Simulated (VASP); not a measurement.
Here is a VASP 6.6.1 calculation.

Contents of INCAR:

```
SYSTEM = SiC
PREC = Accurate
ENCUT = 520
EDIFF = 1E-6
ISMEAR = 0
SIGMA = 0.1
LREAL = .FALSE.
LASPH = .TRUE.
NELM = 80
ALGO = Normal
ISIF = 2
LWAVE = .FALSE.
LCHARG = .FALSE.
GGA = PS
NBANDS = 11
ISYM = 0
```

Contents of KPOINTS:

```
Automatic mesh
0
G
  12 12 15
  0 0 0
```

The input POSCAR:

```
SiC
1.0
    2.9105323064      0.0000000000     -0.0000009992
    0.0000000000      2.9105323064     -0.0000009992
   -1.4552669538     -1.4552669538      2.2578162148
Si C
1 1
Direct
    0.0000000704     -0.0000000704      0.0000000000
    0.2499999296      0.7500000704      0.5000000000
```

Potentials or basis: VASP PAW PBE potentials, release 64 (Si, C).

Launch:

```bash
$ cat potpaw_PBE.64/Si/POTCAR potpaw_PBE.64/C/POTCAR > POTCAR
$ mpirun -np 1 vasp_std > vasp.out
```

Q: Predict the band gap on the k mesh.

A: 0.63 eV (least direct gap 4.45 eV).

Q: Predict the pressure.

A: 19.7 GPa.

Stress tensor (GPa, compression positive):
```
29.37  0.00  0.00
 0.00 29.37  0.00
 0.00  0.00  0.43
```

Caveat: the cell stands under pressure; the PAW data sets were made with another functional, which shifts forces and pressure a little; an odd mesh through Γ misses points on the zone boundary, where band edges can lie.
